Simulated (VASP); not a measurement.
# Si7B (P-43m) in VASP: notebook

Runs on Si7B. Level: PBE. Tasks: single point, relaxation of cell and atoms.

All numbers are computed with VASP 6.6.1; they aren't measurements. Logs are shortened: lines on timing, memory, paths and dates and some standing lists are left out, and cuts for length are marked.

## (1) The cell of the first run

It takes space group P-43m (No. 215, cubic). Conventional cell: a = 5.264 Å, b = 5.264 Å, c = 5.264 Å, α = 90.00°, β = 90.00°, γ = 90.00°. Within 2.7 Å of Si (site symmetry 3m) lie 1 B at 2.07 Å and 3 Si at 2.36 Å. Within 3.1 Å of Si (site symmetry -42m) lie 4 Si at 2.36 Å. Within 2.7 Å of B (site symmetry -43m) lie 4 Si at 2.07 Å.

## (2) Single point, PBE

INCAR reads:

```
  PREC = Accurate
  ENCUT = 520
  EDIFF = 1E-6
  ISMEAR = 0
  SIGMA = 0.1
  LREAL = F
  LASPH = T
  NELM = 100
  ALGO = Normal
  ISIF = 2
  LWAVE = F
  LCHARG = F
  GGA = PE
  NBANDS = 26
```

KPOINTS reads:

```
regular mesh
0
Gamma
  6 6 6
```

POSCAR reads:

```
Si7B
1.0
    5.2640244914      0.0000000000      0.0000000000
    0.0000000000      5.2640244914      0.0000000000
    0.0000000000      0.0000000000      5.2640244914
Si B
7 1
Direct
    0.2268677300      0.2268677300      0.2268677300
    0.0000000000      0.5000000000      0.5000000000
    0.5000000000      0.5000000000      0.0000000000
    0.5000000000      0.0000000000      0.5000000000
    0.7731322700      0.2268677300      0.7731322700
    0.7731322700      0.7731322700      0.2268677300
    0.2268677300      0.7731322700      0.7731322700
    0.0000000000      0.0000000000      0.0000000000
```

Potentials or basis: VASP PAW PBE potentials, release 64 (Si, B).

Run with:

```
cat potpaw_PBE.64/Si/POTCAR potpaw_PBE.64/B/POTCAR > POTCAR
mpirun -np 1 vasp_std > vasp.out
```

OUTCAR:

```text
PREC = Accurate
   ENCUT = 520
   EDIFF = 1E-6
   ISMEAR = 0
   LREAL = F
   LASPH = T
   NELM = 100
   ISIF = 2
   GGA = PE

 ion  position               nearest neighbor table
   1  0.227  0.227  0.227-   8 2.07   3 2.36   4 2.36   2 2.36
   2  0.000  0.500  0.500-   1 2.36   5 2.36   6 2.36   7 2.36
   3  0.500  0.500  0.000-   1 2.36   5 2.36   6 2.36   7 2.36
   4  0.500  0.000  0.500-   1 2.36   5 2.36   6 2.36   7 2.36
   5  0.773  0.227  0.773-   8 2.07   3 2.36   4 2.36   2 2.36
   6  0.773  0.773  0.227-   8 2.07   3 2.36   4 2.36   2 2.36
   7  0.227  0.773  0.773-   8 2.07   3 2.36   4 2.36   2 2.36
   8  0.000  0.000  0.000-   1 2.07   5 2.07   6 2.07   7 2.07

  LATTYP: Found a simple cubic cell.
 ALAT       =     5.2640244914

  Lattice vectors:

 A1 = (   5.2640244914,   0.0000000000,   0.0000000000)
 A2 = (   0.0000000000,   5.2640244914,   0.0000000000)
 A3 = (   0.0000000000,   0.0000000000,   5.2640244914)

Analysis of symmetry for initial positions (statically):
=====================================================================
 Subroutine PRICEL returns:
 Original cell was already a primitive cell.

 Routine SETGRP: Setting up the symmetry group for a
 simple cubic supercell.

 Subroutine GETGRP returns: Found 24 space group operations
 (whereof 24 operations were pure point group operations)
 out of a pool of 48 trial point group operations.

The static configuration has the point symmetry T_d .

Analysis of symmetry for dynamics (positions and initial velocities):
=====================================================================
 Subroutine PRICEL returns:
 Original cell was already a primitive cell.

 Routine SETGRP: Setting up the symmetry group for a
 simple cubic supercell.

 Subroutine GETGRP returns: Found 24 space group operations
 (whereof 24 operations were pure point group operations)
 out of a pool of 48 trial point group operations.

The dynamic configuration has the point symmetry T_d .

 Subroutine INISYM returns: Found 24 space group operations
 (whereof 24 operations are pure point group operations),
 and found     1 'primitive' translations

----------------------------------------------------------------------------------------

                                     Primitive cell

  volume of cell :     145.8659

  direct lattice vectors                    reciprocal lattice vectors
     5.264024491  0.000000000  0.000000000     0.189968721  0.000000000  0.000000000
     0.000000000  5.264024491  0.000000000     0.000000000  0.189968721  0.000000000
     0.000000000  0.000000000  5.264024491     0.000000000  0.000000000  0.189968721

  length of vectors
     5.264024491  5.264024491  5.264024491     0.189968721  0.189968721  0.189968721

  position of ions in fractional coordinates (direct lattice)
     0.226867730  0.226867730  0.226867730
     0.000000000  0.500000000  0.500000000
     0.500000000  0.500000000  0.000000000
     0.500000000  0.000000000  0.500000000
     0.773132270  0.226867730  0.773132270
     0.773132270  0.773132270  0.226867730
     0.226867730  0.773132270  0.773132270
     0.000000000  0.000000000  0.000000000

  ion indices of the primitive-cell ions
   primitive index   ion index
                 1           1
                 2           2
                 3           3
                 4           4
                 5           5
                 6           6
                 7           7
                 8           8

----------------------------------------------------------------------------------------

 KPOINTS: regular mesh

Automatic generation of k-mesh.
 Grid dimensions read from file:
 generate k-points for:    6    6    6

 Generating k-lattice:

  Cartesian coordinates                     Fractional coordinates (reciprocal lattice)
     0.031661454  0.000000000  0.000000000     0.166666667  0.000000000  0.000000000
     0.000000000  0.031661454  0.000000000     0.000000000  0.166666667  0.000000000
     0.000000000  0.000000000  0.031661454     0.000000000  0.000000000  0.166666667

  Length of vectors
     0.031661454  0.031661454  0.031661454

  Shift w.r.t. Gamma in fractional coordinates (k-lattice)
     0.000000000  0.000000000  0.000000000

 Subroutine IBZKPT returns following result:
 ===========================================

 Found     20 irreducible k-points:

 Following reciprocal coordinates:
            Coordinates               Weight
  0.000000  0.000000  0.000000      1.000000
  0.166667  0.000000  0.000000      6.000000
  0.333333  0.000000  0.000000      6.000000
  0.500000  0.000000  0.000000      3.000000
  0.166667  0.166667  0.000000     12.000000
  0.333333  0.166667  0.000000     24.000000
[... 12 lines left out ...]
  0.500000  0.500000  0.333333      6.000000
  0.500000  0.500000  0.500000      1.000000
   k-points           NKPTS =     20   k-points in BZ     NKDIM =     20   number of bands    NBANDS=     26
   number of dos      NEDOS =    301   number of ions     NIONS =      8
   total plane-waves  NPLWV =  64000
   dimension x,y,z NGX =    40 NGY =   40 NGZ =   40
   dimension x,y,z NGXF=    80 NGYF=   80 NGZF=   80
   ions per type =               7   1
   NGX,Y,Z   is equivalent  to a cutoff of  12.63, 12.63, 12.63 a.u.
   NGXF,Y,Z  is equivalent  to a cutoff of  25.27, 25.27, 25.27 a.u.
 SYSTEM =  unknown system
   PREC   = accura    normal or accurate (medium, high low for compatibility)
   ISTART =      0    job   : 0-new  1-cont  2-samecut
   ICHARG =      2    charge: 1-file 2-atom 10-const
   ISPIN  =      1    spin polarized calculation?
   LNONCOLLINEAR =      F non collinear calculations
   LSORBIT =      F    spin-orbit coupling
   LASPH  =      T    aspherical Exc in radial PAW
   ENCUT  =  520.0 eV  38.22 Ry    6.18 a.u.   9.79  9.79  9.79*2*pi/ulx,y,z
   NELM   =    100;   NELMIN=  2; NELMDL= -5     # of ELM steps
   EDIFF  = 0.1E-05   stopping-criterion for ELM
   LREAL  =      F    real-space projection
[... 7 lines left out ...]
   TEBEG  =    0.0;   TEEND  =   0.0 temperature during run
   PSTRESS=    0.0 pullay stress
   NELECT =      31.0000    total number of electrons
   NUPDOWN=      -1.0000    fix difference up-down
   EMIN   =  10.00;   EMAX   =-10.00  energy-range for DOS
   EFERMI =   0.00;   METHOD = LEGACY
   ISMEAR =     0;   SIGMA  =   0.10  broadening in eV -4-tet -1-fermi 0-gaus
   EFERMI_NEDOS =   21; number of points for ismear=-14 and -15
   IALGO  =     38    algorithm
   IMIX   =      4    mixing-type and parameters
     AMIX     =   0.40;   BMIX     =  1.00
     AMIX_MAG =   1.60;   BMIX_MAG =  1.00
  volume/ion in A,a.u.               =      18.23       123.04
  Fermi-wavevector in a.u.,A,eV,Ry     =   0.976962  1.846190 12.986135  0.954454
  Thomas-Fermi vector in A             =   2.107622
   LORBIT       =      0    0 simple, 1 ext, 2 COOP (PROOUT), +10 PAW based schemes
   GGA     = PE    functional components
   LHFCALC =     F    Hartree Fock is set to
   AEXX    =    0.0000 exact exchange contribution
   IVDW    =     0    specifies the selected vdW correction
   LEPSILON=     F    determine dielectric tensor
   LRPA    =     F    only Hartree local field effects (RPA)
 non-spin polarized calculation
 Gauss-broadening in eV      SIGMA  =   0.10
  energy-cutoff  :      520.00
  volume of cell :      145.87
 maximum number of plane-waves:      3948
 NGX is ok and might be reduce to    40
   NGX = 19   NGY = 19   NGZ = 19

 number of electron      30.9999998 magnetization

 Free energy of the ion-electron system (eV)
  ---------------------------------------------------
  ext. energy  EPLUGINS =         0.00000000
  ---------------------------------------------------
  free energy    TOTEN  =       -43.79940929 eV

  energy without entropy =      -43.78869738  energy(sigma->0) =      -43.79405333

 E-fermi :   5.5075     XC(G=0):  -9.6310

 val. band max:        5.4722427365   @ k =   0.5000   0.5000   0.3333
 cond. band min:       5.5079032596   @ k =   0.5000   0.5000   0.5000
 fundamental gap:      0.0356605232
 Fermi energy:         5.5074879951

 k-point     1 :       0.0000    0.0000    0.0000
  band No.  band energies     occupation
      1      -6.2157      2.00000
      2      -1.7996      2.00000
      3      -1.7996      2.00000
      4      -1.7996      2.00000
      5      -1.7843      2.00000
      6      -1.7843      2.00000
[... 18 lines left out ...]
     25       8.9552      0.00000
     26      10.1862      0.00000

 k-point     2 :       0.1667    0.0000    0.0000
  band No.  band energies     occupation
      1      -6.0859      2.00000
      2      -3.0715      2.00000
      3      -1.7510      2.00000
      4      -1.7510      2.00000
      5      -1.7298      2.00000
      6      -1.6763      2.00000
[... 18 lines left out ...]
     25       9.5655      0.00000
     26      10.7562      0.00000

 k-point     3 :       0.3333    0.0000    0.0000
  band No.  band energies     occupation
      1      -5.6991      2.00000
      2      -4.1722      2.00000
      3      -1.6448      2.00000
      4      -1.6448      2.00000
      5      -1.6090      2.00000
      6      -1.5888      2.00000
[... 18 lines left out ...]
     25      10.7853      0.00000
     26      10.7853      0.00000

 k-point     4 :       0.5000    0.0000    0.0000
  band No.  band energies     occupation
      1      -5.1237      2.00000
      2      -4.9880      2.00000
      3      -1.5863      2.00000
      4      -1.5863      2.00000
      5      -1.5415      2.00000
      6      -1.5412      2.00000
[... 18 lines left out ...]
     25      11.3193      0.00000
     26      11.7014      0.00000

 k-point     5 :       0.1667    0.1667    0.0000
  band No.  band energies     occupation
      1      -5.9571      2.00000
      2      -3.0084      2.00000
      3      -2.9573      2.00000
      4      -1.8940      2.00000
      5      -1.5018      2.00000
      6      -0.3821      2.00000
[... 18 lines left out ...]
     25       9.4982      0.00000
     26      11.4360      0.00000

 k-point     6 :       0.3333    0.1667    0.0000
  band No.  band energies     occupation
      1      -5.5734      2.00000
      2      -4.0639      2.00000
      3      -2.7383      2.00000
      4      -2.0978      2.00000
      5      -1.1850      2.00000
      6      -0.5107      2.00000
[... 311 lines left out ...]
 k-point    17 :       0.3333    0.3333    0.3333
  band No.  band energies     occupation
      1      -4.7344      2.00000
      2      -3.5099      2.00000
      3      -3.5099      2.00000
      4      -3.4864      2.00000
      5      -0.7937      2.00000
      6      -0.7937      2.00000
[... 18 lines left out ...]
     25      10.6715      0.00000
     26      11.0612      0.00000

 k-point    18 :       0.5000    0.3333    0.3333
  band No.  band energies     occupation
      1      -4.2362      2.00000
      2      -4.1274      2.00000
      3      -3.4033      2.00000
      4      -3.3895      2.00000
      5      -1.1177      2.00000
      6      -0.8722      2.00000
[... 18 lines left out ...]
     25      10.0401      0.00000
     26      10.5205      0.00000

 k-point    19 :       0.5000    0.5000    0.3333
  band No.  band energies     occupation
      1      -3.8267      2.00000
      2      -3.7697      2.00000
      3      -3.7697      2.00000
      4      -3.6778      2.00000
      5      -0.9628      2.00000
      6      -0.9291      2.00000
[... 18 lines left out ...]
     25       9.9633      0.00000
     26      10.1025      0.00000

 k-point    20 :       0.5000    0.5000    0.5000
  band No.  band energies     occupation
      1      -3.6764      2.00000
      2      -3.6478      2.00000
      3      -3.6478      2.00000
      4      -3.6478      2.00000
      5      -1.2775      2.00000
      6      -1.2775      2.00000
[... 18 lines left out ...]
     25       9.6613      0.00000
     26       9.9460      0.00000

------------------------ aborting loop because EDIFF is reached ----------------------------------------

  FORCE on cell =-STRESS in cart. coord.  units (eV):
  Direction    XX          YY          ZZ          XY          YZ          ZX
  --------------------------------------------------------------------------------------
  -------------------------------------------------------------------------------------
  Total       -0.0664254     -0.0664254     -0.0664254      0.0000000      0.0000000      0.0000000
  in kB       -0.7296102     -0.7296102     -0.7296102      0.0000000      0.0000000      0.0000000
  external PRESSURE =      -0.7296102 kB  Pullay stress =       0.0000000 kB

 VOLUME and BASIS-vectors are now :
 -----------------------------------------------------------------------------
  energy-cutoff  :      520.00
  volume of cell :      145.87
      direct lattice vectors                 reciprocal lattice vectors
     5.264024491  0.000000000  0.000000000     0.189968721  0.000000000  0.000000000
     0.000000000  5.264024491  0.000000000     0.000000000  0.189968721  0.000000000
     0.000000000  0.000000000  5.264024491     0.000000000  0.000000000  0.189968721

 POSITION                                       TOTAL-FORCE (eV/Angst)
 -----------------------------------------------------------------------------------
      1.19424      1.19424      1.19424         0.006034      0.006034      0.006034
      0.00000      2.63201      2.63201         0.000000      0.000000     -0.000000
      2.63201      2.63201      0.00000         0.000000      0.000000     -0.000000
      2.63201      0.00000      2.63201         0.000000      0.000000     -0.000000
      4.06979      1.19424      4.06979        -0.006034      0.006034     -0.006034
      4.06979      4.06979      1.19424        -0.006034     -0.006034      0.006034
      1.19424      4.06979      4.06979         0.006034     -0.006034     -0.006034
      0.00000      0.00000      0.00000         0.000000      0.000000      0.000000
 -----------------------------------------------------------------------------------
    total drift:                               -0.000000     -0.000000     -0.000000

  FREE ENERGIE OF THE ION-ELECTRON SYSTEM (eV)
  ---------------------------------------------------
  free  energy   TOTEN  =       -43.7994092851 eV

  energy  without entropy=      -43.7886973812  energy(sigma->0) =      -43.79405333
```

It took 24 s on 1 thread of Intel Xeon 6975P-C (Granite Rapids), shared host; peak memory 0.25 GiB.

Results:

```
Free energy            : -43.7994 eV
Pressure               : -0.1 GPa
Largest force          : 0.010 eV/Å
Band gap on the k mesh : zero (an odd number of electrons rules out a gap without spin polarisation)
```

Forces in eV/Å, atoms in the order of the input:
```
Si   0.006  0.006  0.006
Si   0.000  0.000  0.000
Si   0.000  0.000  0.000
Si   0.000  0.000  0.000
Si  -0.006  0.006 -0.006
Si  -0.006 -0.006  0.006
Si   0.006 -0.006 -0.006
B    0.000  0.000  0.000
```

## (3) Single point, PBE (20.06 Å³/atom)

This run uses another cell than the first one, of 20.06 Å³/atom.

INCAR reads:

```
SYSTEM = Si7B
PREC = Accurate
ENCUT = 520
EDIFF = 1E-6
ISMEAR = 0
SIGMA = 0.1
LREAL = .FALSE.
LASPH = .TRUE.
NELM = 80
ALGO = Normal
ISIF = 2
LWAVE = .FALSE.
LCHARG = .FALSE.
GGA = PE
NBANDS = 26
```

KPOINTS reads:

```
Automatic mesh
0
G
  6 6 6
  0 0 0
```

POSCAR reads:

```
Si7B
1.0
    5.4339478097      0.0000000000      0.0000000000
    0.0000000000      5.4339478097      0.0000000000
    0.0000000000      0.0000000000      5.4339478097
Si B
7 1
Direct
    0.2276474711      0.2276474711      0.2276474711
    0.0000000000      0.5000000000      0.5000000000
    0.5000000000      0.5000000000      0.0000000000
    0.5000000000      0.0000000000      0.5000000000
    0.7723525289      0.2276474711      0.7723525289
    0.7723525289      0.7723525289      0.2276474711
    0.2276474711      0.7723525289      0.7723525289
    0.0000000000      0.0000000000      0.0000000000
```

Potentials or basis: VASP PAW PBE potentials, release 64 (Si, B).

Run with:

```
cat potpaw_PBE.64/Si/POTCAR potpaw_PBE.64/B/POTCAR > POTCAR
mpirun -np 1 vasp_std > vasp.out
```

OUTCAR:

```text
SYSTEM = Si7B
   PREC = Accurate
   ENCUT = 520
   EDIFF = 1E-6
   ISMEAR = 0
   LREAL = .FALSE.
   LASPH = .TRUE.
   NELM = 80
   ISIF = 2
   GGA = PE

 ion  position               nearest neighbor table
   1  0.228  0.228  0.228-   8 2.14   3 2.43   4 2.43   2 2.43
   2  0.000  0.500  0.500-   1 2.43   5 2.43   6 2.43   7 2.43
   3  0.500  0.500  0.000-   1 2.43   5 2.43   6 2.43   7 2.43
   4  0.500  0.000  0.500-   1 2.43   5 2.43   6 2.43   7 2.43
   5  0.772  0.228  0.772-   8 2.14   3 2.43   4 2.43   2 2.43
   6  0.772  0.772  0.228-   8 2.14   3 2.43   4 2.43   2 2.43
   7  0.228  0.772  0.772-   8 2.14   3 2.43   4 2.43   2 2.43
[... 785 lines left out ...]
  Total       -7.5820532     -7.5820532     -7.5820532     -0.0000000     -0.0000000      0.0000000
  in kB      -75.7096120    -75.7096120    -75.7096120     -0.0000000     -0.0000000      0.0000000
  external PRESSURE =     -75.7096120 kB  Pullay stress =       0.0000000 kB

 VOLUME and BASIS-vectors are now :
 -----------------------------------------------------------------------------
  energy-cutoff  :      520.00
  volume of cell :      160.45
      direct lattice vectors                 reciprocal lattice vectors
     5.433947810  0.000000000  0.000000000     0.184028267  0.000000000  0.000000000
     0.000000000  5.433947810  0.000000000     0.000000000  0.184028267  0.000000000
     0.000000000  0.000000000  5.433947810     0.000000000  0.000000000  0.184028267

 POSITION                                       TOTAL-FORCE (eV/Angst)
 -----------------------------------------------------------------------------------
      1.23702      1.23702      1.23702         0.013390      0.013390      0.013390
      0.00000      2.71697      2.71697        -0.000000     -0.000000     -0.000000
      2.71697      2.71697      0.00000         0.000000     -0.000000     -0.000000
      2.71697      0.00000      2.71697         0.000000     -0.000000     -0.000000
      4.19692      1.23702      4.19692        -0.013390      0.013390     -0.013390
      4.19692      4.19692      1.23702        -0.013390     -0.013390      0.013390
      1.23702      4.19692      4.19692         0.013390     -0.013390     -0.013390
      0.00000      0.00000      0.00000        -0.000000     -0.000000     -0.000000
 -----------------------------------------------------------------------------------
    total drift:                                0.000000      0.000000      0.000000

  FREE ENERGIE OF THE ION-ELECTRON SYSTEM (eV)
  ---------------------------------------------------
  free  energy   TOTEN  =       -43.4230542284 eV

  energy  without entropy=      -43.4093542202  energy(sigma->0) =      -43.41620422
```

It took 26 s on 1 thread of Intel Xeon 6975P-C (Granite Rapids), shared host; peak memory 0.25 GiB.

Results:

- Free energy: -43.4231 eV
- Pressure: -7.6 GPa
- Largest force: 0.023 eV/Å
- Band gap on the k mesh: zero (an odd number of electrons rules out a gap without spin polarisation)

Forces on the atoms (eV/Å):
```
Si   0.013  0.013  0.013
Si   0.000  0.000  0.000
Si   0.000  0.000  0.000
Si   0.000  0.000  0.000
Si  -0.013  0.013 -0.013
Si  -0.013 -0.013  0.013
Si   0.013 -0.013 -0.013
B    0.000  0.000  0.000
```

Levels at points of the mesh, in eV from the Fermi level:
| k point | band 13 | band 14 | band 15 | band 16 | band 17 | band 18 | band 19 | band 20 |
| --- | --- | --- | --- | --- | --- | --- | --- | --- |
| (0.00, 0.00, 0.00) | -2.07 | 0.76 | 0.76 | 0.76 | 1.13 | 1.13 | 1.57 | 1.57 |
| (0.50, 0.00, 0.00) | -1.38 | -1.38 | -0.82 | -0.82 | 1.88 | 1.89 | 3.59 | 3.77 |
| (0.50, 0.50, 0.00) | -0.78 | -0.78 | -0.68 | -0.12 | 2.80 | 3.18 | 3.25 | 3.25 |
| (0.50, 0.50, 0.50) | -0.52 | -0.52 | -0.01 | -0.01 | 1.78 | 2.22 | 2.22 | 2.22 |

Caveat: the cell stands under tension.

(Part 1 of 2 ends here.)

The gap in the log of VASP goes by the Fermi energy; the results here count the filled bands.